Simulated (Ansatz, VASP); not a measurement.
**Ge: VASP beside Ansatz**

INCAR

```
PREC = Accurate
ENCUT = 520
EDIFF = 1E-6
ISMEAR = 0
SIGMA = 0.05
LREAL = False
LASPH = True
NELM = 100
ALGO = Normal
ISIF = 2
LWAVE = False
LCHARG = False
GGA = PE
NBANDS = 21
```

The input KPOINTS:

```
regular mesh
0
Gamma
  14 14 14
```

The input POSCAR:

```
Ge
1.0
    0.0000000000      2.8522184032      2.8522184032
    2.8522184032      0.0000000000      2.8522184032
    2.8522184032      2.8522184032      0.0000000000
Ge
2
Direct
    0.5000000000      0.5000000000      0.5000000000
    0.7500000000      0.7500000000      0.7500000000
```

Input for Ansatz:

```yaml
crystal:
  lattice:
    - [0.0, 2.8522184032, 2.8522184032]
    - [2.8522184032, 0.0, 2.8522184032]
    - [2.8522184032, 2.8522184032, 0.0]
  atoms:
    - { symbol: Ge, position: [0.5, 0.5, 0.5] }
    - { symbol: Ge, position: [0.75, 0.75, 0.75] }
basis:
  ecutwfc: 420
  ecutrho_ratio: 4
kpoints:
  mp_grid: { grid: [14, 14, 14] }
hamiltonian:
  xc: pbe
scf:
  occupations: { method: gaussian, width: 0.05 }
output:
  forces: true
  stress: true
  eigenvalues: true
```

Alike in both runs: task single point; functional PBE; k mesh 14 × 14 × 14; occupations gaussian, width 0.05 eV; no spin polarisation.

```csv
,VASP,Ansatz
version,VASP 6.6.1,Ansatz 0.2.0
potentials or method,"VASP PAW PBE potentials, release 64 (Ge_d), cutoff 520 eV","scalar-relativistic, plane waves, PAW"
valence electrons in the cell,28,28
```

```csv
,VASP,Ansatz,Ansatz less VASP
gap on the k mesh at the Fermi level (eV),none,none,-
pressure (GPa),1.8,1.9,+0.10
```

A gap of «none» marks a metal or a gap that the smearing closes. With one functional, cell and mesh, what is left measures potentials, basis and numerics.
